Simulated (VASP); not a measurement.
SnO2, 6 atoms in the cell. The typed cell holds 6 atoms: a = 4.864 Å, b = 4.865 Å, c = 3.170 Å, α = 90.00°, β = 90.00°, γ = 90.00°. 

```yaml
Program: VASP 6.6.1
Task: single point
Functional: PBEsol
Potentials_or_basis: VASP PAW PBE potentials, release 64 (Sn_d, O)
Cutoff: 520 eV
k_mesh: 6 × 6 × 8
Occupations: gaussian, width 0.02 eV
Spin: no spin polarisation
Dipole_correction: no
Further_INCAR_settings: ALGO = Normal; EDIFF = 1e-07; NBANDS = 35
```

Potentials or basis: VASP PAW PBE potentials, release 64 (Sn_d, O).

Launch:

```sh
$ cat potpaw_PBE.64/Sn_d/POTCAR potpaw_PBE.64/O/POTCAR > POTCAR
$ mpirun -np 1 vasp_std > vasp.out
```

Hardware: 1 thread of AMD EPYC 9R45 96-Core Processor (Zen 5), on a shared host.

Problem. How long does it take, and how much memory?

Solution. Run time: 2.1 min on 1 thread of AMD EPYC 9R45 96-Core Processor (Zen 5), on a shared host, peak memory 0.26 GiB. Counts: scf iterations 14, k points 80.
